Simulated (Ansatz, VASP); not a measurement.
Sc2GaN3: VASP beside Ansatz

```xyz
6
Lattice="4.0444 0.0000 0.0000 -2.0222 3.5026 0.0000 0.0000 0.0000 6.3577" Properties=species:S:1:pos:R:3 pbc="T T T"
Sc    0.0000    0.0000    1.1987
Sc    0.0000    0.0000    5.1590
Ga    0.0000    0.0000    3.1789
N     2.0222    0.0000    0.0000
N    -1.0111    1.7513    0.0000
N     1.0111    1.7513    0.0000
```

Alike in both runs: task single point; functional PBE; k mesh 6 × 6 × 4; occupations gaussian, width 0.1 eV; no spin polarisation.

```csv
,VASP,Ansatz
version,VASP 6.6.1,Ansatz 0.2.0
potentials or method,"VASP PAW PBE potentials, release 64 (Sc_sv, Ga_d, N), cutoff 520 eV","scalar-relativistic, plane waves, PAW"
valence electrons in the cell,50,50
```

|  | VASP | Ansatz | Ansatz less VASP |
| --- | --- | --- | --- |
| gap on the k mesh at the Fermi level (eV) | none | none | - |
| pressure (GPa) | 19.6 | 18.7 | -0.93 |
| traceless stress, the component that is largest in VASP (GPa) | 59.85 | 58.52 | -1.333 |
| rms of the force components (eV/Å) | 3.186 | 3.123 | -0.0621 |

Atom by atom the forces differ by 0.062 eV/Å (rms over components). A gap of «none» marks a metal or a gap that the smearing closes. With one functional, cell and mesh, what is left measures potentials, basis and numerics.
